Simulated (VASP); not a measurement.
Wanted: the native input for a VASP 6.6.1 run.

- Task: single point
- Functional: r2SCAN
- Potentials or basis: VASP PAW PBE potentials, release 64 (Ti_sv, Al)
- Cutoff: 520 eV
- k mesh: 11 × 11 × 6
- Occupations: fermi-dirac, width 0.05 eV
- Spin: no spin polarisation
- Dipole correction: no
- Further INCAR settings: ALGO = Normal; EDIFF = 1e-06; NBANDS = 14

TiAl:

```
Ti Al
1.0
     2.86726    0.00000    0.00000
    -1.43363    2.48312    0.00000
     0.00000    0.00000    4.67808
Ti Al
1 1
Cartesian
  0.0000 0.0000 0.0000
  0.0000 1.6554 2.3390
```

These files were run (other wordings do the same):

POSCAR

```
TiAl
1.0
    2.8672622327      0.0000000000      0.0000000000
   -1.4336311163      2.4831219328      0.0000000000
    0.0000000000      0.0000000000      4.6780830000
Ti Al
1 1
Direct
    0.0000000000      0.0000000000      0.0000000000
    0.3333333333      0.6666666667      0.5000000000
```

INCAR.step1

```
PREC = Accurate
ENCUT = 520
ISMEAR = -1
SIGMA = 0.05
LREAL = F
LASPH = T
NELM = 60
NBANDS = 14
GGA = PE
ALGO = Normal
EDIFF = 1E-4
LWAVE = T
LCHARG = F
```

INCAR.step2

```
PREC = Accurate
ENCUT = 520
EDIFF = 1E-6
ISMEAR = -1
SIGMA = 0.05
LREAL = F
LASPH = T
NELM = 60
ALGO = Normal
ISIF = 2
LWAVE = F
LCHARG = T
METAGGA = R2SCAN
LMIXTAU = T
LELF = T
LVHAR = T
NBANDS = 14
ISTART = 1
```

KPOINTS

```
regular mesh
0
Gamma
  11 11 6
```

Potentials or basis: VASP PAW PBE potentials, release 64 (Ti_sv, Al).

The run is started by

```console
$ cat potpaw_PBE.64/Ti_sv/POTCAR potpaw_PBE.64/Al/POTCAR > POTCAR
$ cp INCAR.step1 INCAR
$ mpirun -np 1 vasp_std > vasp.out
$ cp INCAR.step2 INCAR
$ mpirun -np 1 vasp_std > vasp.out
```

It gave:

```yaml
Pressure: -1.0 GPa
```

Caveat: the PAW data sets were made with another functional, which shifts forces and pressure a little.

It took 120 s on 1 thread of Intel Xeon 6975P-C (shared host), peak memory 0.18 GiB.
